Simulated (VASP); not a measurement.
# SrTiO3 (P4/mmm) in VASP: a series of runs

Runs on SrTiO3. Level: PBE. Tasks: electric field gradients.

All numbers are computed with VASP 6.6.1; they aren't measurements. Logs are shortened: lines on timing, memory, paths and dates and some standing lists are left out, and cuts for length are marked.

## Step 1: The cell of the first run

Symmetry: P4/mmm, No. 123, tetragonal system. Conventional cell: a = 3.944 Å, b = 3.944 Å, c = 3.905 Å, α = 90.00°, β = 90.00°, γ = 90.00°. Within 3.7 Å of Sr (site symmetry 4/mmm) lie 12 O at 2.78 to 2.79 Å and 8 Ti at 3.40 Å. Ti (site symmetry 4/mmm) has 6 O at 1.95 to 1.97 Å within 2.6 Å. Within 2.6 Å of O (site symmetry mmm) lie 2 Ti at 1.97 Å. O (site symmetry 4/mmm) has 2 Ti at 1.95 Å within 2.6 Å.

## Step 2: Electric field gradients, PBE (equal xx and yy strain of +1 %)

INCAR

```
SYSTEM = SrTiO3
PREC     = Accurate       ! precision mode
ENCUT    = 520            ! plane-wave cutoff, eV
EDIFF    = 1E-8           ! SCF threshold, eV
ISMEAR   = -1             ! smearing method
SIGMA    = 0.05           ! smearing width, eV
LREAL    = .FALSE.        ! projectors in reciprocal space
LASPH    = .TRUE.         ! aspherical terms in the spheres
NELM     = 60             ! most SCF steps
ALGO     = Normal         ! electronic algorithm
ISIF     = 2              ! what is computed and relaxed
LWAVE    = .FALSE.        ! write WAVECAR
LCHARG   = .FALSE.        ! write CHGCAR
GGA      = PE             ! functional
LEFG     = .TRUE.       
NBANDS   = 28             ! bands
```

KPOINTS

```
Automatic mesh
0
G
  7 7 7
  0 0 0
```

POSCAR

```
SrTiO3
1.0
    3.9440500000      0.0000000000      0.0000000000
    0.0000000000      3.9440500000      0.0000000000
    0.0000000000      0.0000000000      3.9050000000
Sr Ti O
1 1 3
Direct
    0.0000000000      0.0000000000      0.0000000000
    0.5000000000      0.5000000000      0.5000000000
    0.0000000000      0.5000000000      0.5000000000
    0.5000000000      0.0000000000      0.5000000000
    0.5000000000      0.5000000000      0.0000000000
```

Potentials or basis: VASP PAW PBE potentials, release 64 (Sr_sv, Ti_sv, O).

Started as:

```
$ cat potpaw_PBE.64/Sr_sv/POTCAR potpaw_PBE.64/Ti_sv/POTCAR potpaw_PBE.64/O/POTCAR > POTCAR
$ mpirun -np 1 vasp_std > vasp.out
```

OUTCAR:

```text
SYSTEM = SrTiO3
   PREC = Accurate
   ENCUT = 520
   EDIFF = 1E-8
   ISMEAR = -1
   LREAL = .FALSE.
   LASPH = .TRUE.
   NELM = 60
   ISIF = 2
   GGA = PE

 ion  position               nearest neighbor table
   1  0.000  0.000  0.000-   3 2.78   4 2.78   3 2.78   4 2.78   3 2.78   3 2.78   4 2.78   4 2.78
                             5 2.79   5 2.79   5 2.79   5 2.79   2 3.40   2 3.40   2 3.40   2 3.40
   2  0.500  0.500  0.500-   5 1.95   5 1.95   3 1.97   4 1.97   4 1.97   3 1.97   1 3.40   1 3.40
                             1 3.40   1 3.40   1 3.40   1 3.40   1 3.40   1 3.40
   3  0.000  0.500  0.500-   2 1.97   2 1.97   1 2.78   1 2.78   1 2.78   1 2.78
   4  0.500  0.000  0.500-   2 1.97   2 1.97   1 2.78   1 2.78   1 2.78   1 2.78
   5  0.500  0.500  0.000-   2 1.95   2 1.95   1 2.79   1 2.79   1 2.79   1 2.79

  LATTYP: Found a simple tetragonal cell.
 ALAT       =     3.9440500000
 C/A-ratio  =     0.9900990099

  Lattice vectors:

 A1 = (   3.9440500000,   0.0000000000,   0.0000000000)
 A2 = (   0.0000000000,   3.9440500000,   0.0000000000)
 A3 = (   0.0000000000,   0.0000000000,   3.9050000000)

Analysis of symmetry for initial positions (statically):
=====================================================================
 Subroutine PRICEL returns:
 Original cell was already a primitive cell.

 Routine SETGRP: Setting up the symmetry group for a
 simple tetragonal supercell.

 Subroutine GETGRP returns: Found 16 space group operations
 (whereof 16 operations were pure point group operations)
 out of a pool of 16 trial point group operations.

The static configuration has the point symmetry D_4h.

Analysis of symmetry for dynamics (positions and initial velocities):
=====================================================================
 Subroutine PRICEL returns:
 Original cell was already a primitive cell.

 Routine SETGRP: Setting up the symmetry group for a
 simple tetragonal supercell.

 Subroutine GETGRP returns: Found 16 space group operations
 (whereof 16 operations were pure point group operations)
 out of a pool of 16 trial point group operations.

The dynamic configuration has the point symmetry D_4h.

 Subroutine INISYM returns: Found 16 space group operations
 (whereof 16 operations are pure point group operations),
 and found     1 'primitive' translations

----------------------------------------------------------------------------------------

                                     Primitive cell

  volume of cell :      60.7443

  direct lattice vectors                    reciprocal lattice vectors
     3.944050000  0.000000000  0.000000000     0.253546481  0.000000000  0.000000000
     0.000000000  3.944050000  0.000000000     0.000000000  0.253546481  0.000000000
     0.000000000  0.000000000  3.905000000     0.000000000  0.000000000  0.256081946

  length of vectors
     3.944050000  3.944050000  3.905000000     0.253546481  0.253546481  0.256081946

  position of ions in fractional coordinates (direct lattice)
     0.000000000  0.000000000  0.000000000
     0.500000000  0.500000000  0.500000000
     0.000000000  0.500000000  0.500000000
     0.500000000  0.000000000  0.500000000
     0.500000000  0.500000000  0.000000000

  ion indices of the primitive-cell ions
   primitive index   ion index
                 1           1
                 2           2
                 3           3
                 4           4
                 5           5

----------------------------------------------------------------------------------------

 KPOINTS: Automatic mesh

Automatic generation of k-mesh.
 Grid dimensions read from file:
 generate k-points for:    7    7    7

 Generating k-lattice:

  Cartesian coordinates                     Fractional coordinates (reciprocal lattice)
[... 51 lines left out ...]
   PREC   = accura    normal or accurate (medium, high low for compatibility)
   ISTART =      0    job   : 0-new  1-cont  2-samecut
   ICHARG =      2    charge: 1-file 2-atom 10-const
   ISPIN  =      1    spin polarized calculation?
   LNONCOLLINEAR =      F non collinear calculations
   LSORBIT =      F    spin-orbit coupling
   LASPH  =      T    aspherical Exc in radial PAW
   ENCUT  =  520.0 eV  38.22 Ry    6.18 a.u.   7.33  7.33  7.26*2*pi/ulx,y,z
   NELM   =     60;   NELMIN=  2; NELMDL= -5     # of ELM steps
   EDIFF  = 0.1E-07   stopping-criterion for ELM
   LREAL  =      F    real-space projection
   EDIFFG = 0.1E-06   stopping-criterion for IOM
   NSW    =      0    number of steps for IOM
   IBRION =     -1    ionic relax: 0-MD 1-quasi-New 2-CG
   NFREE  =      0    steps in history (QN), initial steepest desc. (CG)
   ISIF   =      2    stress and relaxation
   ISYM   =      2    0-nonsym 1-usesym 2-fastsym
   POTIM  = 0.5000    time-step for ionic-motion
   TEBEG  =    0.0;   TEEND  =   0.0 temperature during run
   PSTRESS=    0.0 pullay stress
   NELECT =      40.0000    total number of electrons
   NUPDOWN=      -1.0000    fix difference up-down
   EMIN   =  10.00;   EMAX   =-10.00  energy-range for DOS
   EFERMI =   0.00;   METHOD = LEGACY
   ISMEAR =    -1;   SIGMA  =   0.05  broadening in eV -4-tet -1-fermi 0-gaus
   EFERMI_NEDOS =   21; number of points for ismear=-14 and -15
   IALGO  =     38    algorithm
   IMIX   =      4    mixing-type and parameters
     AMIX     =   0.40;   BMIX     =  1.00
     AMIX_MAG =   1.60;   BMIX_MAG =  1.00
  volume/ion in A,a.u.               =      12.15        81.98
  Fermi-wavevector in a.u.,A,eV,Ry     =   1.424272  2.691483 27.600100  2.028550
  Thomas-Fermi vector in A             =   2.544781
   LORBIT       =      0    0 simple, 1 ext, 2 COOP (PROOUT), +10 PAW based schemes
   GGA     = PE    functional components
   LHFCALC =     F    Hartree Fock is set to
   AEXX    =    0.0000 exact exchange contribution
   IVDW    =     0    specifies the selected vdW correction
   LEPSILON=     F    determine dielectric tensor
   LRPA    =     F    only Hartree local field effects (RPA)
 non-spin polarized calculation
  energy-cutoff  :      520.00
  volume of cell :       60.74
 maximum number of plane-waves:      1667
 NGX is ok and might be reduce to    30
   NGX = 15   NGY = 15   NGZ = 15

 number of electron      39.9999993 magnetization

 Free energy of the ion-electron system (eV)
  ---------------------------------------------------
  ext. energy  EPLUGINS =         0.00000000
  ---------------------------------------------------
  free energy    TOTEN  =       -40.09851519 eV

  energy without entropy =      -40.09851519  energy(sigma->0) =      -40.09851519

 E-fermi :   4.9130     XC(G=0): -11.1660

 val. band max:        3.9411349356   @ k =   0.4286   0.4286   0.4286
 cond. band min:       5.8112631084   @ k =   0.0000   0.0000   0.0000
 fundamental gap:      1.8701281727
 Fermi energy:         4.9129947163

 k-point     1 :       0.0000    0.0000    0.0000
  band No.  band energies     occupation
      1     -52.5422      2.00000
      2     -28.8480      2.00000
      3     -28.7805      2.00000
      4     -28.7737      2.00000
      5     -28.7737      2.00000
      6     -13.3543      2.00000
[... 733 lines left out ...]
     27      12.2366      0.00000
     28      12.4477      0.00000

 [... further k-points ...]

------------------------ aborting loop because EDIFF is reached ----------------------------------------

  FORCE on cell =-STRESS in cart. coord.  units (eV):
  Direction    XX          YY          ZZ          XY          YZ          ZX
  --------------------------------------------------------------------------------------
  -------------------------------------------------------------------------------------
  Total        0.2320247      0.2320247      1.0863823      0.0000000      0.0000000      0.0000000
  in kB        6.1198234      6.1198234     28.6541424      0.0000000      0.0000000      0.0000000
  external PRESSURE =      13.6312630 kB  Pullay stress =       0.0000000 kB

 VOLUME and BASIS-vectors are now :
 -----------------------------------------------------------------------------
  energy-cutoff  :      520.00
  volume of cell :       60.74
      direct lattice vectors                 reciprocal lattice vectors
     3.944050000  0.000000000  0.000000000     0.253546481  0.000000000  0.000000000
     0.000000000  3.944050000  0.000000000     0.000000000  0.253546481  0.000000000
     0.000000000  0.000000000  3.905000000     0.000000000  0.000000000  0.256081946

 POSITION                                       TOTAL-FORCE (eV/Angst)
 -----------------------------------------------------------------------------------
      0.00000      0.00000      0.00000         0.000000      0.000000      0.000000
      1.97202      1.97202      1.95250         0.000000      0.000000      0.000000
      0.00000      1.97202      1.95250         0.000000      0.000000      0.000000
      1.97202      0.00000      1.95250         0.000000      0.000000      0.000000
      1.97202      1.97202      0.00000         0.000000      0.000000      0.000000
 -----------------------------------------------------------------------------------
    total drift:                                0.000000      0.000000     -0.000000

  FREE ENERGIE OF THE ION-ELECTRON SYSTEM (eV)
  ---------------------------------------------------
  free  energy   TOTEN  =       -40.0985151877 eV

  energy  without entropy=      -40.0985151865  energy(sigma->0) =      -40.09851519

 Electric field gradients (V/A^2)
---------------------------------------------------------------------
 ion       V_xx      V_yy      V_zz      V_xy      V_xz      V_yz
---------------------------------------------------------------------
   1       0.584     0.584    -1.168     0.000     0.000     0.000
   2       4.798     4.798    -9.596     0.000     0.000     0.000
   3      14.849    -5.719    -9.131    -0.000     0.000    -0.000
   4      -5.719    14.849    -9.131    -0.000     0.000    -0.000
   5      -5.264    -5.264    10.528     0.000    -0.000     0.000
---------------------------------------------------------------------

 Electric field gradients after diagonalization (V/A^2)
 (convention: |V_zz| > |V_xx| > |V_yy|)
----------------------------------------------------------------------
 ion       V_xx      V_yy      V_zz     asymmetry (V_yy - V_xx)/ V_zz
----------------------------------------------------------------------
   1       0.584     0.584    -1.168       0.000
   2       4.798     4.798    -9.596       0.000
   3      -9.131    -5.719    14.849       0.230
   4      -9.131    -5.719    14.849       0.230
   5      -5.264    -5.264    10.528       0.000
----------------------------------------------------------------------

           NMR quadrupolar parameters

 Cq : quadrupolar parameter    Cq=e*Q*V_zz/h
 eta: asymmetry parameters     (V_yy - V_xx)/ V_zz
 Q  : nuclear electric quadrupole moment in mb (millibarn)
----------------------------------------------------------------------
 ion       Cq(MHz)       eta       Q (mb)
----------------------------------------------------------------------
   1      -0.003       0.000       1.000
   2      -0.023       0.000       1.000
   3       0.036       0.230       1.000
   4       0.036       0.230       1.000
   5       0.025       0.000       1.000
----------------------------------------------------------------------
```

It took 94 s on 1 thread of Intel Xeon Platinum 8259CL at 2.50GHz (Skylake/Cascade Lake), shared host; peak memory 0.21 GiB.

Results:

| Quantity | Value |
| --- | --- |
| Free energy | -40.0985 eV |
| Pressure | 1.4 GPa |
| Band gap on the k mesh | 1.87 eV, indirect (least direct gap 2.17 eV) |

Stress tensor (GPa, compression positive):
```
0.61 0.00 0.00
0.00 0.61 0.00
0.00 0.00 2.87
```

Levels at points of the mesh, in eV from the valence-band top:
```
           k point  band 18  band 19  band 20  band 21  band 22  band 23
(0.00, 0.00, 0.00)    -0.31    -0.31    -0.30     1.87     1.89     1.89
```

Electric field gradients, principal values (V/Å²):
```
atom   least  middle  greatest (by size)
1 Sr   0.584   0.584              -1.168
2 Ti   4.798   4.798              -9.596
 3 O  -5.719  -9.131              14.849
 4 O  -5.719  -9.131              14.849
 5 O  -5.264  -5.264              10.528
```

Caveat: the cell differs from its parent crystal (equal xx and yy strain of +1 %); without QUAD_EFG the Cq values of the log hold for a quadrupole moment of 1 mb, not for the nuclei. A k mesh can miss the band edges.

(Continued in part 2 of 2.)
